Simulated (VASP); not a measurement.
A run of VASP 6.6.1:

INCAR

```
SYSTEM = Lu2CCl2
  ALGO = Normal
  EDIFF = 1E-6
  ENCUT = 520
  GGA = PS
  ISIF = 2
  ISMEAR = 0
  LASPH = .True.
  LCHARG = .True.
  LELF = .True.
  LREAL = .False.
  LVHAR = .True.
  LWAVE = .False.
  NBANDS = 42
  NELM = 100
  PREC = Accurate
  SIGMA = 0.02
```

The input KPOINTS:

```
k-points
0
Gamma
  9 9 9
  0 0 0
```

POSCAR

```
Lu2CCl2
1.0
    1.7784258927      1.0267746661      9.4629380469
   -1.7784258927      1.0267746661      9.4629380469
    0.0000000000     -2.0535493374      9.4629380464
C Cl Lu
1 2 2
Direct
    0.5000000000      0.5000000000      0.5000000000
    0.7277206638      0.7277206638      0.7277206638
    0.2722793362      0.2722793362      0.2722793362
    0.1213946079      0.1213946079      0.1213946079
    0.8786053921      0.8786053921      0.8786053921
```

Potentials or basis: VASP PAW PBE potentials, release 64 (C, Cl, Lu).

Run with:

```sh
$ cat potpaw_PBE.64/C/POTCAR potpaw_PBE.64/Cl/POTCAR potpaw_PBE.64/Lu/POTCAR > POTCAR
$ mpirun -np 1 vasp_std > vasp.out
```

Hardware: 1 thread of AMD EPYC 7R43 64-Core Processor (Zen 3), on a shared host.

Problem. Estimate the wall time of this run.

Solution. Wall time 47 min on 1 thread of AMD EPYC 7R43 64-Core Processor (Zen 3), with other jobs on the host, peak memory 0.94 GiB. Counts: scf iterations 16, k points 85.
